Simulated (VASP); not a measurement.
# Pt (P6/mmm) in VASP: a series of runs, part 2 of 3

VASP 6.6.1.

### 4 Single point, PBE (17.32 Å³/atom)

This run uses another cell than the first one, of 17.32 Å³/atom.

Input file INCAR:

```
ALGO     = Normal         # electronic algorithm
EDIFF    = 1E-6           # SCF threshold, eV
ENCUT    = 520            # plane-wave cutoff, eV
GGA      = PE             # functional
ISIF     = 2              # what is computed and relaxed
ISMEAR   = -1             # smearing method
LASPH    = True           # aspherical terms in the spheres
LCHARG   = False          # write CHGCAR
LREAL    = False          # projectors in reciprocal space
LWAVE    = False          # write WAVECAR
NBANDS   = 22             # bands
NELM     = 100            # most SCF steps
PREC     = Accurate       # precision mode
SIGMA    = 0.1            # smearing width, eV
```

Input file KPOINTS:

```
k-points
0
Gamma
  9 9 13
```

Input file POSCAR:

```
Pt
1.0
    4.6518057945      0.0000000000      0.0000000000
   -2.3259028972      4.0285819915      0.0000000000
    0.0000000000      0.0000000000      2.7732087223
Pt
3
Direct
    0.0000000000      0.0000000000      0.0000000000
    0.3333333333      0.6666666667      0.5000000000
    0.6666666667      0.3333333333      0.5000000000
```

Potentials or basis: VASP PAW PBE potentials, release 64 (Pt).

Launch:

```bash
cat potpaw_PBE.64/Pt/POTCAR > POTCAR
mpirun -np 1 vasp_std > vasp.out
```

OUTCAR:

```text
EDIFF = 1E-6
   ENCUT = 520
   GGA = PE
   ISIF = 2
   ISMEAR = -1
   LASPH = True
   LREAL = False
   NELM = 100
   PREC = Accurate

 ion  position               nearest neighbor table
   1  0.000  0.000  0.000-   2 3.02   3 3.02   2 3.02   3 3.02   2 3.02   2 3.02   3 3.02   3 3.02
                             3 3.02   3 3.02   2 3.02   2 3.02
   2  0.333  0.667  0.500-   3 2.69   3 2.69   3 2.69   1 3.02   1 3.02   1 3.02   1 3.02   1 3.02
                             1 3.02
   3  0.667  0.333  0.500-   2 2.69   2 2.69   2 2.69   1 3.02   1 3.02   1 3.02   1 3.02   1 3.02
                             1 3.02

  LATTYP: Found a hexagonal cell.
 ALAT       =     4.6518057945
 C/A-ratio  =     0.5961574590

  Lattice vectors:

 A1 = (   4.6518057945,   0.0000000000,   0.0000000000)
 A2 = (  -2.3259028972,   4.0285819915,   0.0000000000)
 A3 = (   0.0000000000,   0.0000000000,   2.7732087223)

Analysis of symmetry for initial positions (statically):
=====================================================================
 Subroutine PRICEL returns:
 Original cell was already a primitive cell.

 Routine SETGRP: Setting up the symmetry group for a
 hexagonal supercell.

 Subroutine GETGRP returns: Found 24 space group operations
 (whereof 24 operations were pure point group operations)
 out of a pool of 24 trial point group operations.

The static configuration has the point symmetry D_6h.

Analysis of symmetry for dynamics (positions and initial velocities):
=====================================================================
 Subroutine PRICEL returns:
 Original cell was already a primitive cell.

 Routine SETGRP: Setting up the symmetry group for a
 hexagonal supercell.

 Subroutine GETGRP returns: Found 24 space group operations
 (whereof 24 operations were pure point group operations)
 out of a pool of 24 trial point group operations.

The dynamic configuration has the point symmetry D_6h.

[... 116 lines left out ...]
   EFERMI_NEDOS =   21; number of points for ismear=-14 and -15
   IALGO  =     38    algorithm
   IMIX   =      4    mixing-type and parameters
     AMIX     =   0.40;   BMIX     =  1.00
     AMIX_MAG =   1.60;   BMIX_MAG =  1.00
  volume/ion in A,a.u.               =      17.32       116.90
  Fermi-wavevector in a.u.,A,eV,Ry     =   1.363107  2.575898 25.280434  1.858059
  Thomas-Fermi vector in A             =   2.489538
   LORBIT       =      0    0 simple, 1 ext, 2 COOP (PROOUT), +10 PAW based schemes
   GGA     = PE    functional components
   LHFCALC =     F    Hartree Fock is set to
   AEXX    =    0.0000 exact exchange contribution
   IVDW    =     0    specifies the selected vdW correction
   LEPSILON=     F    determine dielectric tensor
   LRPA    =     F    only Hartree local field effects (RPA)
 non-spin polarized calculation
  energy-cutoff  :      520.00
  volume of cell :       51.97
 maximum number of plane-waves:      1424
 NGX is ok and might be reduce to    36
   NGX = 17   NGY = 17   NGZ = 11

 number of electron      29.9999998 magnetization

 Free energy of the ion-electron system (eV)
  ---------------------------------------------------
  ext. energy  EPLUGINS =         0.00000000
  ---------------------------------------------------
  free energy    TOTEN  =       -17.74774741 eV

  energy without entropy =      -17.55692478  energy(sigma->0) =      -17.65233610

 E-fermi :   8.7505     XC(G=0): -12.6552

 val. band max:        8.7425554057   @ k =   0.3333   0.1111   0.4615
 cond. band min:       8.7528303979   @ k =   0.0000   0.0000   0.1538
 fundamental gap:      0.0102749923
 Fermi energy:         8.7504965369

 k-point     1 :       0.0000    0.0000    0.0000
  band No.  band energies     occupation
      1       0.0484      2.00000
      2       3.2624      2.00000
      3       4.5867      2.00000
      4       5.2325      2.00000
      5       5.2325      2.00000
      6       5.2421      2.00000
[... 589 lines left out ...]
     21      18.8881      0.00000
     22      23.7737      0.00000

 [... further k-points ...]

------------------------ aborting loop because EDIFF is reached ----------------------------------------

  FORCE on cell =-STRESS in cart. coord.  units (eV):
  Direction    XX          YY          ZZ          XY          YZ          ZX
  --------------------------------------------------------------------------------------
  -------------------------------------------------------------------------------------
  Total       -4.8817411     -4.8817411     -4.6799518     -0.0000000      0.0000000      0.0000000
  in kB     -150.4973973   -150.4973973   -144.2765073     -0.0000000      0.0000000      0.0000000
  external PRESSURE =    -148.4237673 kB  Pullay stress =       0.0000000 kB

 VOLUME and BASIS-vectors are now :
 -----------------------------------------------------------------------------
  energy-cutoff  :      520.00
  volume of cell :       51.97
      direct lattice vectors                 reciprocal lattice vectors
     4.651805795  0.000000000  0.000000000     0.214970281  0.124113150  0.000000000
    -2.325902897  4.028581992  0.000000000     0.000000000  0.248226300  0.000000000
     0.000000000  0.000000000  2.773208722     0.000000000  0.000000000  0.360593125

 POSITION                                       TOTAL-FORCE (eV/Angst)
 -----------------------------------------------------------------------------------
      0.00000      0.00000      0.00000         0.000000      0.000000     -0.000000
     -0.00000      2.68572      1.38660         0.000000     -0.000000      0.000000
      2.32590      1.34286      1.38660        -0.000000      0.000000     -0.000000
 -----------------------------------------------------------------------------------
    total drift:                                0.000000      0.000000     -0.000000

  FREE ENERGIE OF THE ION-ELECTRON SYSTEM (eV)
  ---------------------------------------------------
  free  energy   TOTEN  =       -17.7477474133 eV

  energy  without entropy=      -17.5569247779  energy(sigma->0) =      -17.65233610
```

It took 2 min on 1 thread of Intel Xeon 8259CL, shared host; peak memory 0.23 GiB.

Results:

* Free energy: -17.7477 eV
* Pressure: -14.8 GPa
* Band gap on the k mesh: zero (bands 15 and 16 overlap by 1.09 eV)

Levels at points of the mesh, in eV from the Fermi level:
```csv
k point,band 13,band 14,band 15,band 16,band 17,band 18
"(0.00, 0.00, 0.00)",-1.55,-1.55,0.25,0.25,4.51,5.41
```

Caveat: the cell stands under tension; spin-orbit coupling is left out, which moves the levels of the heavy elements.

### 5 Single point, PBE (17.97 Å³/atom)

This run uses another cell than the first one, of 17.97 Å³/atom.

Input file INCAR:

```
SYSTEM = Pt
PREC = Accurate
ENCUT = 520
EDIFF = 1E-6
ISMEAR = -1
SIGMA = 0.1
LREAL = .False.
LASPH = .True.
NELM = 80
ALGO = Normal
ISIF = 2
LWAVE = .False.
LCHARG = .True.
GGA = PE
LELF = .True.
LVHAR = .True.
NBANDS = 22
```

Input file KPOINTS:

```
regular mesh
0
Gamma
  9 9 13
  0 0 0
```

Input file POSCAR:

```
Pt
1.0
    4.7085407249      0.0000000000      0.0000000000
   -2.3542703625      4.0777158825      0.0000000000
    0.0000000000      0.0000000000      2.8070316743
Pt
3
Direct
    0.0000000000      0.0000000000      0.0000000000
    0.3333333333      0.6666666667      0.5000000000
    0.6666666667      0.3333333333      0.5000000000
```

Potentials or basis: VASP PAW PBE potentials, release 64 (Pt).

Launch:

```bash
cat potpaw_PBE.64/Pt/POTCAR > POTCAR
mpirun -np 1 vasp_std > vasp.out
```

OUTCAR:

```text
SYSTEM = Pt
   PREC = Accurate
   ENCUT = 520
   EDIFF = 1E-6
   ISMEAR = -1
   LREAL = .False.
   LASPH = .True.
   NELM = 80
   ISIF = 2
   GGA = PE

 ion  position               nearest neighbor table
   1  0.000  0.000  0.000-   2 3.06   3 3.06   2 3.06   3 3.06   3 3.06   3 3.06   2 3.06   2 3.06
                             3 3.06   3 3.06   2 3.06   2 3.06
   2  0.333  0.667  0.500-   3 2.72   3 2.72   3 2.72   1 3.06   1 3.06   1 3.06   1 3.06   1 3.06
                             1 3.06
   3  0.667  0.333  0.500-   2 2.72   2 2.72   2 2.72   1 3.06   1 3.06   1 3.06   1 3.06   1 3.06
                             1 3.06

  LATTYP: Found a hexagonal cell.
 ALAT       =     4.7085407249
 C/A-ratio  =     0.5961574590

  Lattice vectors:

 A1 = (   4.7085407249,   0.0000000000,   0.0000000000)
 A2 = (  -2.3542703625,   4.0777158825,   0.0000000000)
 A3 = (   0.0000000000,   0.0000000000,   2.8070316743)

Analysis of symmetry for initial positions (statically):
=====================================================================
 Subroutine PRICEL returns:
 Original cell was already a primitive cell.

 Routine SETGRP: Setting up the symmetry group for a
 hexagonal supercell.

 Subroutine GETGRP returns: Found 24 space group operations
 (whereof 24 operations were pure point group operations)
 out of a pool of 24 trial point group operations.

The static configuration has the point symmetry D_6h.

Analysis of symmetry for dynamics (positions and initial velocities):
=====================================================================
 Subroutine PRICEL returns:
 Original cell was already a primitive cell.

 Routine SETGRP: Setting up the symmetry group for a
 hexagonal supercell.

 Subroutine GETGRP returns: Found 24 space group operations
 (whereof 24 operations were pure point group operations)
 out of a pool of 24 trial point group operations.
[... 118 lines left out ...]
   ISMEAR =    -1;   SIGMA  =   0.10  broadening in eV -4-tet -1-fermi 0-gaus
   EFERMI_NEDOS =   21; number of points for ismear=-14 and -15
   IALGO  =     38    algorithm
   IMIX   =      4    mixing-type and parameters
     AMIX     =   0.40;   BMIX     =  1.00
     AMIX_MAG =   1.60;   BMIX_MAG =  1.00
  volume/ion in A,a.u.               =      17.97       121.23
  Fermi-wavevector in a.u.,A,eV,Ry     =   1.346682  2.544860 24.674878  1.813552
  Thomas-Fermi vector in A             =   2.474494
   LORBIT       =      0    0 simple, 1 ext, 2 COOP (PROOUT), +10 PAW based schemes
   GGA     = PE    functional components
   LHFCALC =     F    Hartree Fock is set to
   AEXX    =    0.0000 exact exchange contribution
   IVDW    =     0    specifies the selected vdW correction
   LEPSILON=     F    determine dielectric tensor
   LRPA    =     F    only Hartree local field effects (RPA)
 non-spin polarized calculation
  energy-cutoff  :      520.00
  volume of cell :       53.90
 maximum number of plane-waves:      1486
 NGX is ok and might be reduce to    36
   NGX = 17   NGY = 17   NGZ = 11

 number of electron      30.0000003 magnetization

 Free energy of the ion-electron system (eV)
  ---------------------------------------------------
  ext. energy  EPLUGINS =         0.00000000
  ---------------------------------------------------
  free energy    TOTEN  =       -17.54104761 eV

  energy without entropy =      -17.34235774  energy(sigma->0) =      -17.44170268

 E-fermi :   8.1691     XC(G=0): -12.4441

 val. band max:        8.1639758301   @ k =   0.0000   0.0000   0.1538
 cond. band min:       8.1703662403   @ k =   0.3333   0.1111   0.3846
 fundamental gap:      0.0063904102
 Fermi energy:         8.1690532381

 k-point     1 :       0.0000    0.0000    0.0000
  band No.  band energies     occupation
      1      -0.1849      2.00000
      2       2.9814      2.00000
      3       4.2234      2.00000
      4       4.8534      2.00000
      5       4.8542      2.00000
      6       4.8542      2.00000
[... 589 lines left out ...]
     21      18.0103      0.00000
     22      23.0693      0.00000

 [... further k-points ...]

------------------------ aborting loop because EDIFF is reached ----------------------------------------

  FORCE on cell =-STRESS in cart. coord.  units (eV):
  Direction    XX          YY          ZZ          XY          YZ          ZX
  --------------------------------------------------------------------------------------
  -------------------------------------------------------------------------------------
  Total       -6.6404011     -6.6404011     -6.4649890      0.0000000      0.0000000      0.0000000
  in kB     -197.4032455   -197.4032455   -192.1886622      0.0000000      0.0000000      0.0000000
  external PRESSURE =    -195.6650511 kB  Pullay stress =       0.0000000 kB

 VOLUME and BASIS-vectors are now :
 -----------------------------------------------------------------------------
  energy-cutoff  :      520.00
  volume of cell :       53.90
      direct lattice vectors                 reciprocal lattice vectors
     4.708540725  0.000000000  0.000000000     0.212380026  0.122617665  0.000000000
    -2.354270362  4.077715882  0.000000000     0.000000000  0.245235330  0.000000000
     0.000000000  0.000000000  2.807031674     0.000000000  0.000000000  0.356248207

 POSITION                                       TOTAL-FORCE (eV/Angst)
 -----------------------------------------------------------------------------------
      0.00000      0.00000      0.00000         0.000000      0.000000      0.000000
     -0.00000      2.71848      1.40352        -0.000000      0.000000     -0.000000
      2.35427      1.35924      1.40352         0.000000      0.000000      0.000000
 -----------------------------------------------------------------------------------
    total drift:                                0.000000      0.000000     -0.000000

  FREE ENERGIE OF THE ION-ELECTRON SYSTEM (eV)
  ---------------------------------------------------
  free  energy   TOTEN  =       -17.5410476091 eV

  energy  without entropy=      -17.3423577448  energy(sigma->0) =      -17.44170268
```

OSZICAR:

```text
N       E                     dE             d eps       ncg     rms          rms(c)
DAV:   1     0.166096708898E+03    0.16610E+03   -0.14984E+04  3736   0.128E+03
DAV:   2    -0.144756783057E+02   -0.18057E+03   -0.16775E+03  4112   0.274E+02
DAV:   3    -0.186226287046E+02   -0.41470E+01   -0.40587E+01  4228   0.407E+01
DAV:   4    -0.186530989504E+02   -0.30470E-01   -0.30448E-01  4200   0.372E+00
DAV:   5    -0.186534504518E+02   -0.35150E-03   -0.35149E-03  4326   0.437E-01    0.138E+01
DAV:   6    -0.176406439591E+02    0.10128E+01   -0.25867E+00  3870   0.120E+01    0.780E+00
DAV:   7    -0.178876655272E+02   -0.24702E+00   -0.28222E+00  4050   0.114E+01    0.699E+00
DAV:   8    -0.175438763455E+02    0.34379E+00   -0.90781E-01  3954   0.901E+00    0.294E+00
DAV:   9    -0.175490865411E+02   -0.52102E-02   -0.77316E-02  4176   0.202E+00    0.898E-01
DAV:  10    -0.175411400493E+02    0.79465E-02   -0.35928E-02  3966   0.151E+00    0.152E-01
DAV:  11    -0.175410513883E+02    0.88661E-04   -0.59678E-04  4068   0.188E-01    0.471E-02
DAV:  12    -0.175410503300E+02    0.10584E-05   -0.16083E-05  4292   0.281E-02    0.294E-02
DAV:  13    -0.175410476951E+02    0.26349E-05   -0.19050E-05  4076   0.310E-02    0.930E-03
DAV:  14    -0.175410476091E+02    0.85976E-07   -0.66945E-07  2184   0.742E-03
   1 F= -.17541048E+02 E0= -.17441703E+02  d E =-.198690E+00
```

It took 2 min on 1 thread of Intel Xeon 8259CL, shared host; peak memory 0.23 GiB.

What came out:

| Item | Value |
| --- | --- |
| Free energy | -17.5410 eV |
| Pressure | -19.6 GPa |
| Band gap on the k mesh | zero (bands 15 and 16 overlap by 0.99 eV) |

Caveat: the cell stands under tension; spin-orbit coupling is left out, which moves the levels of the heavy elements.

(Part 2 of 3 ends here.)
